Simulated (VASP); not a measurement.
# Ca (Im-3m) in VASP: a series of runs

Runs on Ca. Level: PBE. Tasks: single point.

Program: VASP 6.6.1. These are calculated values, not measurements. Logs are shortened: lines on timing, memory, paths and dates and some standing lists are left out, and cuts for length are marked.

## Step 1: The cell of the first run

The structure is cubic, space group Im-3m (No. 229). The conventional cell has a = 4.198 Å, b = 4.198 Å, c = 4.198 Å, α = 90.00°, β = 90.00°, γ = 90.00°. Within 4.8 Å of Ca (site symmetry m-3m) lie 14 Ca at 3.64 to 4.20 Å.

## Step 2: Single point, PBE (volume scaled by 0.88)

Input file INCAR:

```
SYSTEM = Ca
  ALGO = Fast
  EDIFF = 1E-6
  ENCUT = 520
  GGA = PE
  ISIF = 2
  ISMEAR = 0
  LASPH = .TRUE.
  LCHARG = .FALSE.
  LREAL = .FALSE.
  LWAVE = .FALSE.
  NBANDS = 11
  NELM = 100
  PREC = Accurate
  SIGMA = 0.1
```

Input file KPOINTS:

```
k-points
0
G
  14 14 14
  0 0 0
```

Input file POSCAR:

```
Ca
1.0
   -2.0991130493      2.0991130493      2.0991130493
    2.0991130493     -2.0991130493      2.0991130493
    2.0991130493      2.0991130493     -2.0991130493
Ca
1
Direct
    0.0000000000      0.0000000000      0.0000000000
```

Potentials or basis: VASP PAW PBE potentials, release 64 (Ca_sv).

Run with:

```
> cat potpaw_PBE.64/Ca_sv/POTCAR > POTCAR
> mpirun -np 1 vasp_std > vasp.out
```

OUTCAR:

```text
SYSTEM = Ca
   EDIFF = 1E-6
   ENCUT = 520
   GGA = PE
   ISIF = 2
   ISMEAR = 0
   LASPH = .TRUE.
   LREAL = .FALSE.
   NELM = 100
   PREC = Accurate

 ion  position               nearest neighbor table
   1  0.000  0.000  0.000-

  LATTYP: Found a body centered cubic cell.
 ALAT       =     4.1982260986

  Lattice vectors:

 A1 = (  -2.0991130493,   2.0991130493,   2.0991130493)
 A2 = (   2.0991130493,  -2.0991130493,   2.0991130493)
 A3 = (   2.0991130493,   2.0991130493,  -2.0991130493)

Analysis of symmetry for initial positions (statically):
=====================================================================
 Subroutine PRICEL returns:
 Original cell was already a primitive cell.

 Routine SETGRP: Setting up the symmetry group for a
 body centered cubic supercell.

 Subroutine GETGRP returns: Found 48 space group operations
 (whereof 48 operations were pure point group operations)
 out of a pool of 48 trial point group operations.

The static configuration has the point symmetry O_h .

Analysis of symmetry for dynamics (positions and initial velocities):
=====================================================================
 Subroutine PRICEL returns:
 Original cell was already a primitive cell.

 Routine SETGRP: Setting up the symmetry group for a
 body centered cubic supercell.

 Subroutine GETGRP returns: Found 48 space group operations
 (whereof 48 operations were pure point group operations)
 out of a pool of 48 trial point group operations.

The dynamic configuration has the point symmetry O_h .

 Subroutine INISYM returns: Found 48 space group operations
 (whereof 48 operations are pure point group operations),
 and found     1 'primitive' translations

----------------------------------------------------------------------------------------

                                     Primitive cell

  volume of cell :      36.9971

  direct lattice vectors                    reciprocal lattice vectors
    -2.099113049  2.099113049  2.099113049     0.000000000  0.238195842  0.238195842
     2.099113049 -2.099113049  2.099113049     0.238195842  0.000000000  0.238195842
     2.099113049  2.099113049 -2.099113049     0.238195842  0.238195842  0.000000000

  length of vectors
     3.635770452  3.635770452  3.635770452     0.336859790  0.336859790  0.336859790

[... 81 lines left out ...]
   NSW    =      0    number of steps for IOM
   IBRION =     -1    ionic relax: 0-MD 1-quasi-New 2-CG
   NFREE  =      0    steps in history (QN), initial steepest desc. (CG)
   ISIF   =      2    stress and relaxation
   ISYM   =      2    0-nonsym 1-usesym 2-fastsym
   POTIM  = 0.5000    time-step for ionic-motion
   TEBEG  =    0.0;   TEEND  =   0.0 temperature during run
   PSTRESS=    0.0 pullay stress
   NELECT =      10.0000    total number of electrons
   NUPDOWN=      -1.0000    fix difference up-down
   EMIN   =  10.00;   EMAX   =-10.00  energy-range for DOS
   EFERMI =   0.00;   METHOD = LEGACY
   ISMEAR =     0;   SIGMA  =   0.10  broadening in eV -4-tet -1-fermi 0-gaus
   EFERMI_NEDOS =   21; number of points for ismear=-14 and -15
   IALGO  =     68    algorithm
   IMIX   =      4    mixing-type and parameters
     AMIX     =   0.40;   BMIX     =  1.00
     AMIX_MAG =   1.60;   BMIX_MAG =  1.00
  volume/ion in A,a.u.               =      37.00       249.67
  Fermi-wavevector in a.u.,A,eV,Ry     =   1.058487  2.000251 15.243906  1.120395
  Thomas-Fermi vector in A             =   2.193798
   LORBIT       =      0    0 simple, 1 ext, 2 COOP (PROOUT), +10 PAW based schemes
   GGA     = PE    functional components
   LHFCALC =     F    Hartree Fock is set to
   AEXX    =    0.0000 exact exchange contribution
   IVDW    =     0    specifies the selected vdW correction
   LEPSILON=     F    determine dielectric tensor
   LRPA    =     F    only Hartree local field effects (RPA)
 non-spin polarized calculation
 RMM-DIIS sequential band-by-band and
 Gauss-broadening in eV      SIGMA  =   0.10
  energy-cutoff  :      520.00
  volume of cell :       37.00
 maximum number of plane-waves:      1012
   NGX = 13   NGY = 13   NGZ = 13

 number of electron      10.0000000 magnetization

 Free energy of the ion-electron system (eV)
  ---------------------------------------------------
  ext. energy  EPLUGINS =         0.00000000
  ---------------------------------------------------
  free energy    TOTEN  =        -1.87796549 eV

  energy without entropy =       -1.87151863  energy(sigma->0) =       -1.87474206

 E-fermi :   2.5711     XC(G=0):  -8.1492

 val. band max:        2.5563045014   @ k =   0.5000   0.5000   0.2143
 cond. band min:       2.5745878164   @ k =  -0.4286  -0.4286   0.2857
 fundamental gap:      0.0182833149
 Fermi energy:         2.5710660201

 k-point     1 :       0.0000    0.0000    0.0000
  band No.  band energies     occupation
      1     -39.1739      2.00000
      2     -20.0666      2.00000
      3     -20.0666      2.00000
      4     -20.0666      2.00000
      5      -1.7395      2.00000
      6       5.0539      0.00000
      7       5.0539      0.00000
      8       5.0539      0.00000
      9       6.2558      0.00000
     10       6.2558      0.00000
     11      13.4484      0.00000
[... 309 lines left out ...]
 k-point    24 :       0.3571    0.2857   -0.0000
  band No.  band energies     occupation
      1     -39.1433      2.00000
      2     -20.2379      2.00000
      3     -20.2031      2.00000
      4     -20.0941      2.00000
      5       2.5950      0.73548
      6       2.7150      0.04175
      7       3.2253      0.00000
      8       6.3162      0.00000
      9       6.4962      0.00000
     10       7.9533      0.00000
     11       8.3700      0.00000

 [... further k-points ...]

------------------------ aborting loop because EDIFF is reached ----------------------------------------

  FORCE on cell =-STRESS in cart. coord.  units (eV):
  Direction    XX          YY          ZZ          XY          YZ          ZX
  --------------------------------------------------------------------------------------
  -------------------------------------------------------------------------------------
  Total        0.5857265      0.5857265      0.5857265      0.0000000      0.0000000     -0.0000000
  in kB       25.3651811     25.3651811     25.3651811      0.0000000      0.0000000     -0.0000000
  external PRESSURE =      25.3651811 kB  Pullay stress =       0.0000000 kB

 VOLUME and BASIS-vectors are now :
 -----------------------------------------------------------------------------
  energy-cutoff  :      520.00
  volume of cell :       37.00
      direct lattice vectors                 reciprocal lattice vectors
    -2.099113049  2.099113049  2.099113049     0.000000000  0.238195842  0.238195842
     2.099113049 -2.099113049  2.099113049     0.238195842  0.000000000  0.238195842
     2.099113049  2.099113049 -2.099113049     0.238195842  0.238195842  0.000000000

 POSITION                                       TOTAL-FORCE (eV/Angst)
 -----------------------------------------------------------------------------------
      0.00000      0.00000      0.00000         0.000000      0.000000      0.000000
 -----------------------------------------------------------------------------------
    total drift:                               -0.000000     -0.000000     -0.000000

  FREE ENERGIE OF THE ION-ELECTRON SYSTEM (eV)
  ---------------------------------------------------
  free  energy   TOTEN  =        -1.8779654896 eV

  energy  without entropy=       -1.8715186269  energy(sigma->0) =       -1.87474206
```

OSZICAR:

```text
N       E                     dE             d eps       ncg     rms          rms(c)
DAV:   1     0.695638774734E+02    0.69564E+02   -0.51452E+03  2288   0.845E+02
DAV:   2    -0.299285342308E+00   -0.69863E+02   -0.69076E+02  2498   0.218E+02
DAV:   3    -0.181952396730E+01   -0.15202E+01   -0.15035E+01  3241   0.315E+01
DAV:   4    -0.189476516194E+01   -0.75241E-01   -0.74793E-01  3028   0.554E+00
DAV:   5    -0.189631470989E+01   -0.15495E-02   -0.15493E-02  3223   0.659E-01    0.208E+00
RMM:   6    -0.188198586583E+01    0.14329E-01   -0.11642E-02  2401   0.114E+00    0.129E+00
RMM:   7    -0.187820961554E+01    0.37763E-02   -0.22391E-02  2672   0.177E+00    0.113E-01
RMM:   8    -0.187779804979E+01    0.41157E-03   -0.49588E-03  2718   0.856E-01    0.263E-02
RMM:   9    -0.187792582102E+01   -0.12777E-03   -0.12889E-03  3424   0.402E-01    0.206E-02
RMM:  10    -0.187795802240E+01   -0.32201E-04   -0.22414E-04  3499   0.149E-01    0.516E-03
RMM:  11    -0.187796512053E+01   -0.70981E-05   -0.48979E-05  3550   0.643E-02    0.590E-03
RMM:  12    -0.187796471847E+01    0.40206E-06   -0.10048E-05  3198   0.308E-02    0.162E-03
RMM:  13    -0.187796548965E+01   -0.77118E-06   -0.30441E-06  2603   0.171E-02
   1 F= -.18779655E+01 E0= -.18747421E+01  d E =-.644686E-02
```

stdout:

```text
POSCAR found type information on POSCAR Ca
 POSCAR found :  1 types and       1 ions
 scaLAPACK will be used
 LDA part: xc-table for (Slater+PW92), standard interpolation
 POSCAR, INCAR and KPOINTS ok, starting setup
 FFT: planning ... GRIDC
 FFT: planning ... GRID_SOFT
 FFT: planning ... GRID
 WAVECAR not read
 entering main loop
WARNING in EDDRMM: call to ZHEGV failed, returncode =   8  4      5
WARNING in EDDRMM: call to ZHEGV failed, returncode =   8  4     10
WARNING in EDDRMM: call to ZHEGV failed, returncode =   8  4     11
```

Run time: 26 s. Hardware: 1 thread of Intel Xeon Platinum 8488C (Sapphire Rapids), shared host; peak memory 0.18 GiB.

What came out:

* Free energy: -1.8780 eV
* Pressure: 2.5 GPa
* Band gap on the k mesh: zero (band 5 reaches 2.84 eV, above the bottom of band 6 at 2.45 eV)

Levels at points of the mesh, in eV from the Fermi level:
```csv
k point,band 3,band 4,band 5,band 6,band 7,band 8
"(0.00, 0.00, 0.00)",-22.64,-22.64,-4.31,2.48,2.48,2.48
"(0.50, 0.00, 0.00)",-22.71,-22.64,-0.99,0.11,1.37,3.61
"(0.50, 0.50, 0.50)",-22.80,-22.80,-0.12,-0.12,4.50,4.50
```

## Step 3: Single point, PBE (volume scaled by 0.91)

Input file INCAR:

```
SYSTEM = Ca
PREC     = Accurate       ! precision mode
ENCUT    = 520            ! plane-wave cutoff, eV
EDIFF    = 1E-6           ! SCF threshold, eV
ISMEAR   = 0              ! smearing method
SIGMA    = 0.1            ! smearing width, eV
LREAL    = .FALSE.        ! projectors in reciprocal space
LASPH    = .TRUE.         ! aspherical terms in the spheres
NELM     = 100            ! most SCF steps
ALGO     = Normal         ! electronic algorithm
ISIF     = 2              ! what is computed and relaxed
LWAVE    = .FALSE.        ! write WAVECAR
LCHARG   = .FALSE.        ! write CHGCAR
GGA      = PE             ! functional
NBANDS   = 11             ! bands
```

Input file KPOINTS:

```
Automatic mesh
0
G
  14 14 14
  0 0 0
```

Input file POSCAR:

```
Ca
1.0
   -2.1227005635      2.1227005635      2.1227005635
    2.1227005635     -2.1227005635      2.1227005635
    2.1227005635      2.1227005635     -2.1227005635
Ca
1
Direct
    0.0000000000      0.0000000000      0.0000000000
```

Potentials or basis: VASP PAW PBE potentials, release 64 (Ca_sv).

Run with:

```
> cat potpaw_PBE.64/Ca_sv/POTCAR > POTCAR
> mpirun -np 1 vasp_std > vasp.out
```

It took 20 s on 1 thread of Intel Xeon Platinum 8488C (Sapphire Rapids), shared host; peak memory 0.18 GiB.

It converged, with:

```yaml
Free_energy: -1.8953 eV
Pressure: 1.8 GPa
Band_gap_on_the_k_mesh: zero (band 5 reaches 2.68 eV, above the bottom of band 6 at 2.35 eV)
```

Levels at points of the mesh, in eV from the Fermi level:
| k point | band 1 | band 2 | band 3 | band 4 | band 5 | band 6 | band 7 | band 8 | band 9 | band 10 |
| --- | --- | --- | --- | --- | --- | --- | --- | --- | --- | --- |
| (0.00, 0.00, 0.00) | -41.83 | -22.73 | -22.73 | -22.73 | -4.26 | 2.43 | 2.43 | 2.43 | 3.59 | 3.59 |
| (0.50, 0.00, 0.00) | -41.81 | -22.93 | -22.79 | -22.73 | -0.97 | 0.06 | 1.36 | 3.51 | 3.91 | 4.78 |
| (0.50, 0.50, 0.50) | -41.79 | -22.87 | -22.87 | -22.87 | -0.08 | -0.08 | 4.34 | 4.34 | 4.34 | 4.52 |

## Step 4: Single point, PBE (volume scaled by 0.94)

Input file INCAR:

```
SYSTEM = Ca
PREC = Accurate
ENCUT = 520
EDIFF = 1E-7
ISMEAR = 0
SIGMA = 0.1
LREAL = .FALSE.
LASPH = .TRUE.
NELM = 100
ALGO = Fast
ISIF = 2
LWAVE = .FALSE.
LCHARG = .TRUE.
GGA = PE
LELF = .TRUE.
LVHAR = .TRUE.
NBANDS = 11
```

Input file KPOINTS:

```
regular mesh
0
G
  14 14 14
  0 0 0
```

Input file POSCAR:

```
Ca
1.0
   -2.1457752034      2.1457752034      2.1457752034
    2.1457752034     -2.1457752034      2.1457752034
    2.1457752034      2.1457752034     -2.1457752034
Ca
1
Direct
    0.0000000000      0.0000000000      0.0000000000
```

Run with:

```
> cat potpaw_PBE.64/Ca_sv/POTCAR > POTCAR
> mpirun -np 1 vasp_std > vasp.out
```

Wall time 31 s (1 thread of Intel Xeon Platinum 8488C (Sapphire Rapids), shared host); peak memory 0.18 GiB.

The run converged. Its results:

```yaml
Free_energy: -1.9071 eV
Pressure: 1.1 GPa
Band_gap_on_the_k_mesh: zero (band 5 reaches 2.53 eV, above the bottom of band 6 at 2.25 eV)
```

Levels at points of the mesh, in eV from the Fermi level:
```csv
k point,band 3,band 4,band 5,band 6,band 7,band 8
"(0.00, 0.00, 0.00)",-22.82,-22.82,-4.20,2.38,2.38,2.38
"(0.50, 0.00, 0.00)",-22.87,-22.82,-0.95,0.03,1.35,3.42
"(0.50, 0.50, 0.50)",-22.94,-22.94,-0.04,-0.04,4.19,4.19
```

## Step 5: Single point, PBE (volume scaled by 0.97)

Input file INCAR:

```
SYSTEM = Ca
PREC = Accurate ; ENCUT = 520
EDIFF = 1E-6 ; ISMEAR = 0
SIGMA = 0.1 ; LREAL = .False.
LASPH = .True. ; NELM = 100
ALGO = Fast ; ISIF = 2
LWAVE = .False. ; LCHARG = .False.
GGA = PE ; NBANDS = 11
```

Input file KPOINTS:

```
regular mesh
0
Gamma
  14 14 14
  0 0 0
```

Input file POSCAR:

```
Ca
1.0
   -2.1683639708      2.1683639708      2.1683639708
    2.1683639708     -2.1683639708      2.1683639708
    2.1683639708      2.1683639708     -2.1683639708
Ca
1
Direct
    0.0000000000      0.0000000000      0.0000000000
```

Run with:

```
> cat potpaw_PBE.64/Ca_sv/POTCAR > POTCAR
> mpirun -np 1 vasp_std > vasp.out
```

Run time: 24 s. Hardware: 1 thread of Intel Xeon Platinum 8488C (Sapphire Rapids), shared host; peak memory 0.18 GiB.

Results (log left out):

```
Free energy            : -1.9141 eV
Pressure               : 0.6 GPa
Band gap on the k mesh : zero (band 5 reaches 2.39 eV, above the bottom of band 6 at 2.12 eV)
```

Levels at points of the mesh, in eV from the Fermi level:
| k point | band 1 | band 2 | band 3 | band 4 | band 5 | band 6 | band 7 | band 8 | band 9 | band 10 |
| --- | --- | --- | --- | --- | --- | --- | --- | --- | --- | --- |
| (0.00, 0.00, 0.00) | -41.99 | -22.90 | -22.90 | -22.90 | -4.14 | 2.33 | 2.33 | 2.33 | 3.43 | 3.43 |
| (0.50, 0.00, 0.00) | -41.97 | -23.06 | -22.95 | -22.90 | -0.94 | -0.01 | 1.34 | 3.33 | 3.72 | 4.51 |
| (0.50, 0.50, 0.50) | -41.96 | -23.01 | -23.01 | -23.01 | 0.00 | 0.00 | 4.05 | 4.05 | 4.06 | 4.27 |

## Step 6: Summary

```csv
cell,gap on the mesh (eV),pressure (GPa)
"a = 3.636 Å, angles 109.5°, 1 atom",none,2.5
"a = 3.677 Å, angles 109.5°, 1 atom",none,1.8
"a = 3.717 Å, angles 109.5°, 1 atom",none,1.1
"a = 3.756 Å, angles 109.5°, 1 atom",none,0.6
```

Alike in all rows: task single point; level PBE; potentials or basis VASP PAW PBE potentials, release 64 (Ca_sv); no spin polarisation; k mesh 14 × 14 × 14; cutoff (eV) 520; smearing gaussian 0.1 eV.

Absolute energies hang on the potentials; compare differences alone.
